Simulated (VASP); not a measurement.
Crystal: IrPt3.

```
Ir Pt
1.0
     3.95125    0.00000    0.00000
     0.00000    3.95125    0.00000
     0.00000    0.00000    3.95125
Ir Pt
1 3
Direct
  0.00000 0.00000 0.00000
  0.00000 0.50000 0.50000
  0.50000 0.00000 0.50000
  0.50000 0.50000 0.00000
```

| Property | Result |
| --- | --- |
| Program | VASP 6.6.1 |
| Task | relaxation of cell and atoms |
| Functional | PBEsol |
| Potentials or basis | VASP PAW PBE potentials, release 64 (Ir, Pt) |
| Cutoff | 600 eV |
| k mesh | 11 × 11 × 11 |
| Occupations | methfessel-paxton, width 0.05 eV |
| Spin | no spin polarisation |

At the start: pressure -11.9 GPa; volume 15.42 Å³/atom.

How do energy, volume and symmetry change on relaxing?

Over 4 steps the energy falls by 25.1 meV/atom and the volume is 14.78 Å³/atom (-4.1 %); space group Pm-3m (No. 221, to 0.1 Å) before and after.

The path:
| step | energy change (eV) | largest force (eV/Å) | pressure (GPa) | volume (Å³) |
| --- | --- | --- | --- | --- |
| 1 | 0.0000 | 0.0000 | -11.92 | 61.69 |
| 2 | 0.9902 | 0.0000 | 56.14 | 52.00 |
| 3 | -0.1002 | 0.0000 | -0.67 | 59.24 |
| 4 | -0.1004 | 0.0000 | -0.14 | 59.14 |

Final structure:
```yaml
crystal:
  lattice:
    - [3.89599, 0.00000, 0.00000]
    - [0.00000, 3.89599, 0.00000]
    - [0.00000, 0.00000, 3.89599]
  atoms:
    - { symbol: Ir, position: [0.00000, 0.00000, 0.00000] }
    - { symbol: Pt, position: [0.00000, 0.50000, 0.50000] }
    - { symbol: Pt, position: [0.50000, 0.00000, 0.50000] }
    - { symbol: Pt, position: [0.50000, 0.50000, 0.00000] }
```

Caveat: the PAW data sets were made with another functional, which shifts forces and pressure a little.
